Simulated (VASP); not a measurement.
Here is a VASP 6.6.1 calculation.

INCAR

```
SYSTEM = BeZn2Se3
ALGO = Normal
EDIFF = 1E-6
ENCUT = 520
GGA = PE
ISIF = 2
ISMEAR = 0
LASPH = .True.
LCHARG = .False.
LREAL = .False.
LWAVE = .False.
NBANDS = 56
NELM = 60
PREC = Accurate
SIGMA = 0.1
```

KPOINTS

```
k-points
0
Gamma
  4 2 4
  0 0 0
```

Contents of POSCAR:

```
BeZn2Se3
1.0
    3.9052389588      0.0000000000      0.0000000000
    0.0000000000     -7.8104779176      0.0000000000
   -1.9526194794      1.9526194794     -8.4048285611
Be Zn Se
2 4 6
Direct
    0.5000000000      0.7500000000      0.0000000000
    0.5000000000      0.2500000000      0.0000000000
    0.1613612214      0.5806806107      0.3227224428
    0.1613612214      0.0806806107      0.3227224428
    0.8386387786      0.9193193893      0.6772775572
    0.8386387786      0.4193193893      0.6772775572
    0.0719039372      0.7859519686      0.1438078744
    0.0719039372      0.2859519686      0.1438078744
    0.4280960628      0.9640480314      0.8561921256
    0.4280960628      0.4640480314      0.8561921256
    0.7500000000      0.6250000000      0.5000000000
    0.7500000000      0.1250000000      0.5000000000
```

Potentials or basis: VASP PAW PBE potentials, release 64 (Be, Zn, Se).

Command:

```sh
$ cat potpaw_PBE.64/Be/POTCAR potpaw_PBE.64/Zn/POTCAR potpaw_PBE.64/Se/POTCAR > POTCAR
$ mpirun -np 1 vasp_std > vasp.out
```

Estimate the band gap on the k mesh.

1.83 eV.

What does it give for the pressure?

0.3 GPa.

Stress tensor (GPa, compression positive):
```
0.46 0.00 0.00
0.00 0.46 0.00
0.00 0.00 0.04
```

A hybrid or GW would open this gap; PBE tends to underestimate it.
